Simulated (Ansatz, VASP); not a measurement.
**Two plane-wave programs on Ta8HN8**

```xyz
17
Lattice="5.8760 0.0000 0.0000 -2.9380 5.0888 0.0000 0.0000 0.0000 5.7660" Properties=species:S:1:pos:R:3 pbc="T T T"
Ta    0.0000    1.6963    1.4415
Ta    0.0000    1.6963    4.3245
Ta   -1.4690    4.2406    1.4415
Ta   -1.4690    4.2406    4.3245
Ta    2.9380    1.6963    1.4415
Ta    2.9380    1.6963    4.3245
Ta    1.4690    4.2406    1.4415
Ta    1.4690    4.2406    4.3245
N     0.0000    0.0000    0.0000
N     0.0000    0.0000    2.8830
N    -1.4690    2.5444    0.0000
N    -1.4690    2.5444    2.8830
N     2.9380    0.0000    0.0000
N     2.9380    0.0000    2.8830
N     1.4690    2.5444    0.0000
N     1.4690    2.5444    2.8830
H     1.4690    0.6361    0.7208
```

Alike in both runs: task single point; functional LDA; k mesh 3 × 3 × 2; no spin polarisation.

```csv
,VASP,Ansatz
version,VASP 6.6.1,Ansatz 0.2.0
potentials or method,"VASP PAW LDA potentials, release 64 (Ta_pv, N, H)","plane waves, PAW"
plane-wave cutoff (eV),520,420
occupations,"fermi-dirac, width 0.1 eV",fermi-dirac
valence electrons in the cell,129,145
```

|  | VASP | Ansatz | Ansatz less VASP |
| --- | --- | --- | --- |
| gap on the k mesh at the Fermi level (eV) | none | none | - |
| rms of the force components (eV/Å) | 0.704 | 0.698 | -0.0068 |

LDA's correlation is that of Perdew and Zunger in VASP and of Perdew and Wang (1992) in Ansatz. A gap of «none» marks a metal or a gap that the smearing closes. VASP's potentials hold 129 valence electrons a cell and Ansatz's 145, so a difference there can come from the potentials and not from the codes.

The k mesh is coarse, so the values compare programs but aren't converged. Spin-orbit coupling is off throughout.
